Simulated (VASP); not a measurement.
Input of a VASP 6.6.1 run:

The input INCAR:

```
PREC     = Accurate       # precision mode
ENCUT    = 500            # plane-wave cutoff, eV
EDIFF    = 1E-6           # SCF threshold, eV
ISMEAR   = 0              # smearing method
SIGMA    = 0.01           # smearing width, eV
LREAL    = F              # projectors in reciprocal space
LASPH    = T              # aspherical terms in the spheres
NELM     = 120            # most SCF steps
ALGO     = Normal         # electronic algorithm
ISIF     = 2              # what is computed and relaxed
LWAVE    = F              # write WAVECAR
LCHARG   = F              # write CHGCAR
GGA      = PE             # functional
NBANDS   = 16             # bands
GGA_COMPAT= F
```

File KPOINTS:

```
regular mesh
0
Gamma
  6 6 6
```

Contents of POSCAR:

```
CdSe
1.0
    4.3420190000      0.0000000000      0.0000000000
    2.1710095000      3.7602987577      0.0000000000
    2.1710095000      1.2534329192      3.5452436678
Cd Se
1 1
Direct
    0.0000000000      0.0000000000      0.0000000000
    0.7500000000      0.7500000000      0.7500000000
```

Potentials or basis: VASP PAW PBE potentials, release 64 (Cd, Se).

The run is started by

```bash
$ cat potpaw_PBE.64/Cd/POTCAR potpaw_PBE.64/Se/POTCAR > POTCAR
$ mpirun -np 1 vasp_std > vasp.out
```

(1) What does it give for the pressure?

(2) What does it give for the band gap on the k mesh?

Results:

(1) 1.6 GPa.

(2) 0.55 eV, direct.
